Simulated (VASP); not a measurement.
# Ga16H (a cell with a defect) in VASP: further runs

The runs below take Ga16H (a cell with a defect) through single point, with PBE+D3(BJ).

Everything below comes from runs of VASP 6.6.1. Logs are shortened: lines on timing, memory, paths and dates and some standing lists are left out, and cuts for length are marked.

## 1. The cell of the first run

The cell holds a defect, 17 atoms: a = 5.800 Å, b = 8.130 Å, c = 6.340 Å, α = 90.00°, β = 90.00°, γ = 90.00°.

## 2. Single point, PBE+D3(BJ)

INCAR

```
SYSTEM = Ga16H
PREC = Accurate ; ENCUT = 520
EDIFF = 1E-6 ; ISMEAR = -1
SIGMA = 0.1 ; LREAL = Auto
LASPH = .TRUE. ; NELM = 80
ALGO = Normal ; ISIF = 2
LWAVE = .FALSE. ; LCHARG = .FALSE.
GGA = PE ; IVDW = 12
NBANDS = 118
```

KPOINTS

```
Automatic mesh
0
G
  3 2 3
  0 0 0
```

POSCAR

```
Ga16H
1.0
   -5.8000000000      0.0000000000      0.0000000000
    0.0000000000     -8.1300000000      0.0000000000
    0.0000000000      0.0000000000      6.3400000000
Ga H
16 1
Direct
    0.6886379310      0.7085239852     -0.0652681388
    0.4155000000      0.0261623616      0.1117192429
    0.3072241379      0.9855965560      0.4999053628
    0.4751034483      0.2527429274      0.7801735016
    0.1620517241      0.4800615006     -0.0181230284
    0.3089655172      0.7895448954      0.1008675079
    0.4407068966      0.7442804428      0.6590536278
    0.4580862069      0.5091266913      0.4571608833
   -0.2519482759      0.9194095941      0.1970662461
    0.0547413793      0.2292496925      0.6049211356
   -0.9291379310      1.1883148831     -0.0193059937
    0.0179482759     -0.0302829028      0.8643848580
    0.7971896552      0.2605289053      0.2299211356
    0.9546379310      0.4694095941      0.4694794953
    0.7011724138      0.0145141451      0.6612933754
    1.0686206897      0.8011931119      0.6833123028
    0.3225172414    -24.6769495695    194.0242744479
```

Potentials or basis: VASP PAW PBE potentials, release 64 (Ga_d, H).

Started as:

```bash
cat potpaw_PBE.64/Ga_d/POTCAR potpaw_PBE.64/H/POTCAR > POTCAR
mpirun -np 1 vasp_std > vasp.out
```

OUTCAR:

```text
SYSTEM = Ga16H
   PREC = Accurate
   ENCUT = 520
   EDIFF = 1E-6
   ISMEAR = -1
   LREAL = Auto
   LASPH = .TRUE.
   NELM = 80
   ISIF = 2
   GGA = PE
   IVDW = 12
 IVDW          = 12

 ion  position               nearest neighbor table
   1  0.689  0.709  0.935-   7 2.28   9 2.41   6 2.53  16 2.82  12 2.89
   2  0.416  0.026  0.112-   6 2.02   9 2.18  11 2.53   3 2.56   4 2.82  12 2.83
   3  0.307  0.986  0.500-   7 2.34  16 2.35  15 2.51  10 2.55   2 2.56  12 2.86
   4  0.475  0.253  0.780-  17 1.87  15 2.46  10 2.69  11 2.72   2 2.82   5 2.89
   5  0.162  0.480  0.982-  17 1.60  11 2.43   6 2.76   4 2.89
   6  0.309  0.790  0.101-   2 2.02   1 2.53  12 2.69   5 2.76   9 2.82
   7  0.441  0.744  0.659-  16 2.21   1 2.28   8 2.30   3 2.34  15 2.67
   8  0.458  0.509  0.457-   7 2.30  14 2.90
   9  0.748  0.919  0.197-   2 2.18   1 2.41  12 2.66  13 2.80   6 2.82
  10  0.055  0.229  0.605-  14 2.21  11 2.41   3 2.55  12 2.68   4 2.69  15 2.72  13 2.82
  11  0.071  0.188  0.981-  17 1.85  12 1.95  13 2.32  10 2.41   5 2.43   2 2.53   4 2.72
  12  0.018  0.970  0.864-  16 1.81  11 1.95  15 2.27   9 2.66  10 2.68   6 2.69   2 2.83   3 2.86
                             1 2.89
  13  0.797  0.261  0.230-  11 2.32  14 2.45   9 2.80  10 2.82
  14  0.955  0.469  0.469-  10 2.21  13 2.45   8 2.90
  15  0.701  0.015  0.661-  12 2.27   4 2.46   3 2.51   7 2.67  10 2.72  16 2.75
  16  0.069  0.801  0.683-  12 1.81   7 2.21   3 2.35  15 2.75   1 2.82
  17  0.323  0.323  0.024-   5 1.60  11 1.85   4 1.87

  LATTYP: Found a simple orthorhombic cell.
 ALAT       =     5.8000000000
 B/A-ratio  =     1.0931034483
 C/A-ratio  =     1.4017241379

  Lattice vectors:

 A1 = (   5.8000000000,   0.0000000000,   0.0000000000)
 A2 = (   0.0000000000,   0.0000000000,   6.3400000000)
 A3 = (   0.0000000000,  -8.1300000000,   0.0000000000)

Analysis of symmetry for initial positions (statically):
=====================================================================
 Subroutine PRICEL returns:
 Original cell was already a primitive cell.

 Routine SETGRP: Setting up the symmetry group for a
 simple orthorhombic supercell.

 Subroutine GETGRP returns: Found  1 space group operations
 (whereof  1 operations were pure point group operations)
 out of a pool of  8 trial point group operations.

The static configuration has the point symmetry C_1 .

Analysis of symmetry for dynamics (positions and initial velocities):
=====================================================================
 Subroutine PRICEL returns:
[... 129 lines left out ...]
   NFREE  =      0    steps in history (QN), initial steepest desc. (CG)
   ISIF   =      2    stress and relaxation
   ISYM   =      2    0-nonsym 1-usesym 2-fastsym
   POTIM  = 0.5000    time-step for ionic-motion
   TEBEG  =    0.0;   TEEND  =   0.0 temperature during run
   PSTRESS=    0.0 pullay stress
   NELECT =     209.0000    total number of electrons
   NUPDOWN=      -1.0000    fix difference up-down
   EMIN   =  10.00;   EMAX   =-10.00  energy-range for DOS
   EFERMI =   0.00;   METHOD = LEGACY
   ISMEAR =    -1;   SIGMA  =   0.10  broadening in eV -4-tet -1-fermi 0-gaus
   EFERMI_NEDOS =   21; number of points for ismear=-14 and -15
   IALGO  =     38    algorithm
   IMIX   =      4    mixing-type and parameters
     AMIX     =   0.40;   BMIX     =  1.00
     AMIX_MAG =   1.60;   BMIX_MAG =  1.00
  volume/ion in A,a.u.               =      17.59       118.67
  Fermi-wavevector in a.u.,A,eV,Ry     =   1.452962  2.745701 28.723249  2.111099
  Thomas-Fermi vector in A             =   2.570284
   LORBIT       =      0    0 simple, 1 ext, 2 COOP (PROOUT), +10 PAW based schemes
   GGA     = PE    functional components
   LHFCALC =     F    Hartree Fock is set to
   AEXX    =    0.0000 exact exchange contribution
   IVDW    =    12    specifies the selected vdW correction
   LEPSILON=     F    determine dielectric tensor
   LRPA    =     F    only Hartree local field effects (RPA)
 non-spin polarized calculation
  energy-cutoff  :      520.00
  volume of cell :      298.96
 maximum number of plane-waves:      8080
 NGX is ok and might be reduce to    48
   NGX = 21   NGY = 31   NGZ = 23

 number of electron     208.9999959 magnetization

 Free energy of the ion-electron system (eV)
  ---------------------------------------------------
  ext. energy  EPLUGINS =         0.00000000
  ---------------------------------------------------
  free energy    TOTEN  =       -34.07483246 eV

  energy without entropy =      -33.84775550  energy(sigma->0) =      -33.96129398

 E-fermi :   5.5322     XC(G=0): -10.8344

 val. band max:        5.4996508537   @ k =   0.0000   0.0000   0.0000
 cond. band min:       5.5559140782   @ k =   0.0000   0.5000   0.3333
 fundamental gap:      0.0562632244
 Fermi energy:         5.5322222156

 k-point     1 :       0.0000    0.0000    0.0000
  band No.  band energies     occupation
      1     -12.3678      2.00000
      2     -11.6318      2.00000
      3     -11.5297      2.00000
      4     -10.9100      2.00000
      5     -10.8082      2.00000
      6     -10.7326      2.00000
[... 1179 lines left out ...]
    115       8.6282      0.00000
    116       8.8135      0.00000
 [bands above 116 left out]

------------------------ aborting loop because EDIFF is reached ----------------------------------------

 Edisp (eV)   -5.07835

 E8    (eV) :    -2.3634

  FORCE on cell =-STRESS in cart. coord.  units (eV):
  Direction    XX          YY          ZZ          XY          YZ          ZX
  --------------------------------------------------------------------------------------
  -------------------------------------------------------------------------------------
  Total      32.22565    68.54257    31.77675    -5.02844   -17.94122    -1.29211
  in kB     172.70481   367.33573   170.29907   -26.94857   -96.15122    -6.92474
  external pressure =      236.78 kB  Pullay stress =        0.00 kB

 VOLUME and BASIS-vectors are now :
 -----------------------------------------------------------------------------
  energy-cutoff  :      520.00
  volume of cell :      298.96
      direct lattice vectors                 reciprocal lattice vectors
    -5.800000000  0.000000000  0.000000000    -0.172413793  0.000000000  0.000000000
     0.000000000 -8.130000000  0.000000000     0.000000000 -0.123001230  0.000000000
     0.000000000  0.000000000  6.340000000     0.000000000  0.000000000  0.157728707

 POSITION                                       TOTAL-FORCE (eV/Angst)
 -----------------------------------------------------------------------------------
     -3.99410     -5.76030      5.92620        -1.820892      1.835489      0.784235
     -2.40990     -0.21270      0.70830         0.398196     -7.547885     -0.244595
     -1.78190     -8.01290      3.16940         0.060839     -2.303239     -2.148638
     -2.75560     -2.05480      4.94630        -0.787259     -0.964015     -0.472687
     -0.93990     -3.90290      6.22510         0.906864     -2.904984     -0.088813
     -1.79200     -6.41900      0.63950         2.892015      7.033805      0.471499
[... 9 lines left out ...]
     -0.39800     -6.51370      4.33220         0.927099     13.348059     -9.505263
     -1.87060     -2.62640      0.15390        -1.211773      0.614393      0.613360
 -----------------------------------------------------------------------------------
    total drift:                                0.000422      0.006159     -0.003822

  FREE ENERGIE OF THE ION-ELECTRON SYSTEM (eV)
  ---------------------------------------------------
  free  energy   TOTEN  =       -39.1531871522 eV

  energy  without entropy=      -38.9261101979  energy(sigma->0) =      -39.03964868
```

OSZICAR:

```text
N       E                     dE             d eps       ncg     rms          rms(c)
DAV:   1     0.256801282006E+04    0.25680E+04   -0.91110E+04  2398   0.345E+03
DAV:   2     0.488391630961E+03   -0.20796E+04   -0.20345E+04  2360   0.885E+02
DAV:   3     0.139681671209E+02   -0.47442E+03   -0.45634E+03  2592   0.272E+02
DAV:   4    -0.326427506497E+02   -0.46611E+02   -0.43395E+02  2588   0.834E+01
DAV:   5    -0.357979996235E+02   -0.31552E+01   -0.30707E+01  2800   0.209E+01    0.726E+00
DAV:   6    -0.341997245934E+02    0.15983E+01   -0.31319E+00  2664   0.237E+01    0.383E+00
DAV:   7    -0.340467683569E+02    0.15296E+00   -0.24148E+00  2704   0.155E+01    0.137E+00
DAV:   8    -0.340697735981E+02   -0.23005E-01   -0.78407E-01  2592   0.114E+01    0.608E-01
DAV:   9    -0.340680049356E+02    0.17687E-02   -0.14328E-01  2592   0.684E+00    0.287E-01
DAV:  10    -0.340725941286E+02   -0.45892E-02   -0.73810E-02  2784   0.235E+00    0.150E-01
DAV:  11    -0.340742037415E+02   -0.16096E-02   -0.24260E-02  2528   0.205E+00    0.743E-02
DAV:  12    -0.340744614639E+02   -0.25772E-03   -0.50655E-03  2496   0.105E+00    0.252E-02
DAV:  13    -0.340748264563E+02   -0.36499E-03   -0.38618E-03  3984   0.386E-01    0.254E-02
DAV:  14    -0.340748247807E+02    0.16756E-05   -0.19478E-04  2728   0.218E-01    0.106E-02
DAV:  15    -0.340748285153E+02   -0.37346E-05   -0.66400E-05  2568   0.113E-01    0.358E-03
DAV:  16    -0.340748323550E+02   -0.38397E-05   -0.42093E-05  2496   0.520E-02    0.337E-03
DAV:  17    -0.340748324555E+02   -0.10047E-06   -0.64964E-06  2160   0.349E-02
   1 F= -.39153187E+02 E0= -.39039649E+02  d E =-.227077E+00
```

Run time: 11 min. Hardware: 1 thread of Intel Xeon Platinum 8488C (Sapphire Rapids), shared host; peak memory 0.48 GiB.

Results:

```
Free energy                : -39.1532 eV
Pressure                   : 23.7 GPa
Largest force              : 16.413 eV/Å
Band gap on the k mesh     : zero (an odd number of electrons rules out a gap without spin polarisation)
Dispersion energy per atom : -0.299 eV
```

Forces on the atoms (eV/Å):
```
Ga  -1.821  1.835  0.784
Ga   0.398 -7.548 -0.245
Ga   0.061 -2.303 -2.149
Ga  -0.787 -0.964 -0.473
Ga   0.907 -2.905 -0.089
Ga   2.892  7.034  0.471
Ga  -1.966  1.072 -0.367
Ga  -0.239  1.726 -1.061
Ga  -3.473  0.724  2.165
Ga  -0.755  1.500 -0.263
Ga  -1.104 -6.779  3.682
Ga   2.654 -3.214  8.059
Ga   1.894 -0.283  0.612
Ga   0.494 -3.565 -0.436
Ga   1.131 -0.294 -1.801
Ga   0.927 13.348 -9.505
H   -1.212  0.614  0.613
```

Levels at points of the mesh, in eV from the Fermi level:
```csv
k point,band 102,band 103,band 104,band 105,band 106,band 107
"(0.00, 0.00, 0.00)",-1.08,-0.96,-0.71,-0.03,0.05,0.39
"(0.00, 0.50, 0.00)",-1.69,-1.26,-1.03,-0.77,-0.39,0.17
```

Caveat: the k points lie up to 0.39 Å⁻¹ apart, too coarse for converged energies and pressures of a metal; the atoms stand as in a frame of molecular dynamics.

## 3. Single point, PBE+D3(BJ)

INCAR

```
SYSTEM = Ga16H
ALGO     = Normal         ! electronic algorithm
EDIFF    = 1E-6           ! SCF threshold, eV
ENCUT    = 520            ! plane-wave cutoff, eV
GGA      = PE             ! functional
ISIF     = 2              ! what is computed and relaxed
ISMEAR   = -1             ! smearing method
IVDW     = 12             ! dispersion correction
LASPH    = .True.         ! aspherical terms in the spheres
LCHARG   = .False.        ! write CHGCAR
LREAL    = Auto         
LWAVE    = .False.        ! write WAVECAR
NBANDS   = 118            ! bands
NELM     = 100            ! most SCF steps
PREC     = Accurate       ! precision mode
SIGMA    = 0.1            ! smearing width, eV
```

KPOINTS

```
k-points
0
Gamma
  3 2 3
  0 0 0
```

POSCAR

```
Ga16H
1.0
   -5.8000000000      0.0000000000      0.0000000000
    0.0000000000     -8.1300000000      0.0000000000
    0.0000000000      0.0000000000      6.3400000000
Ga H
16 1
Direct
   14.7733448276     11.2527552276     -6.6865930599
    0.4031896552      1.5747601476      0.3157255521
   16.7705517241     47.5792250923      6.0267034700
   -0.2521379310      0.9238007380      2.0511671924
  -14.6533965517     24.8090159902    -16.4846845426
   -7.2887586207      1.0897908979      1.8635646688
    0.2664827586     -0.8062976630      1.2036435331
   -0.5273275862      1.4755596556     -0.7405993691
    0.7500689655     -9.6289667897      9.3203943218
    1.3787758621      0.3147847478     -0.3647634069
    0.2413275862     -0.1417835178     -2.1144952681
    0.5897068966     -0.4731734317      0.4102365931
    9.7864482759    -20.8058056581     23.8040063091
  -16.4158448276    -48.4988068881     -9.9678075710
   -3.2963620690      0.1090036900     -3.2841640379
    2.8606379310      1.1564206642     -1.7635015773
   58.5878965517   -128.8800123001    368.1549526814
```

Potentials or basis: VASP PAW PBE potentials, release 64 (Ga_d, H).

Started as:

```bash
cat potpaw_PBE.64/Ga_d/POTCAR potpaw_PBE.64/H/POTCAR > POTCAR
mpirun -np 1 vasp_std > vasp.out
```

Wall time 11 min (1 thread of Intel Xeon Platinum 8488C (Sapphire Rapids), shared host); peak memory 0.47 GiB.

The run converged. Its results:

```
Free energy                : 607.2643 eV
Pressure                   : 587.6 GPa
Largest force              : 815.243 eV/Å
Band gap on the k mesh     : zero (an odd number of electrons rules out a gap without spin polarisation)
Dispersion energy per atom : -0.300 eV
```

Forces on the atoms (eV/Å):
```
Ga    75.513  281.206  122.901
Ga   291.531 -460.304  157.016
Ga   -91.919  -55.373   -6.121
Ga    -1.827   16.902   12.018
Ga     0.241   -1.823   -0.059
Ga   123.512  369.085  672.451
Ga    -0.584    0.679   -0.238
Ga  -125.573  464.901 -244.447
Ga    43.962 -493.185   23.415
Ga     2.536    0.371    1.054
Ga     0.289    0.022    0.884
Ga  -113.318  -34.771  134.896
Ga  -330.206 -550.275   82.616
Ga    73.247   48.128  -40.308
Ga   207.720  168.892 -770.031
Ga  -157.409  245.249 -146.327
H      2.286    0.296    0.282
```

Stress tensor (GPa, compression positive):
```
 329.44  -58.49   10.20
 -58.49  871.12 -134.37
  10.20 -134.37  562.16
```

Levels at points of the mesh, in eV from the Fermi level:
```
           k point  band 100  band 101  band 102  band 103  band 104  band 105  band 106  band 107  band 108  band 109
(0.00, 0.00, 0.00)     -1.90     -1.81     -1.37     -1.08     -0.22     -0.18      0.15      0.66      1.01      1.41
(0.00, 0.50, 0.00)     -1.70     -1.56     -1.05     -0.94     -0.44     -0.10      0.28      0.42      0.87      1.43
```

Caveat: the k points lie up to 0.39 Å⁻¹ apart, too coarse for converged energies and pressures of a metal; atoms lie so close that the PAW spheres overlap strongly, which falsifies energies and pressures; the atoms stand as in a frame of molecular dynamics.
